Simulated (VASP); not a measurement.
The system is SiC.

```xyz
2
Lattice="0.0000 2.2434 2.1344 2.2434 0.0000 2.1344 2.2434 2.2434 0.0000" Properties=species:S:1:pos:R:3 pbc="T T T"
Si    0.0000    0.0000    0.0000
C     1.1217    1.1217    1.0672
```

This cell differs from its parent crystal: epitaxial xy strain +3.0%.

Base run:

```yaml
Program: VASP 6.6.1
Functional: PBE
Potentials_or_basis: VASP PAW PBE potentials, release 64 (Si, C)
Cutoff: 520 eV
k_mesh: 10 × 10 × 10
Occupations: fermi-dirac, width 0.02 eV
Spin: no spin polarisation
```

Its results: band gap on the k mesh 0.90 eV, indirect (least direct gap 4.44 eV); pressure -4.8 GPa.

**Question.** The run is repeated on the same cell with these changes: functional from PBE to r2SCAN; occupations from fermi-dirac, width 0.02 eV to gaussian, width 0.01 eV. What comes out?

**Answer.** Band gap on the k mesh 1.24 eV, indirect (least direct gap 4.95 eV); pressure -8.5 GPa.

Caveats: the PAW data sets were made with another functional, which shifts forces and pressure a little (some runs).

A k mesh can miss the band edges.
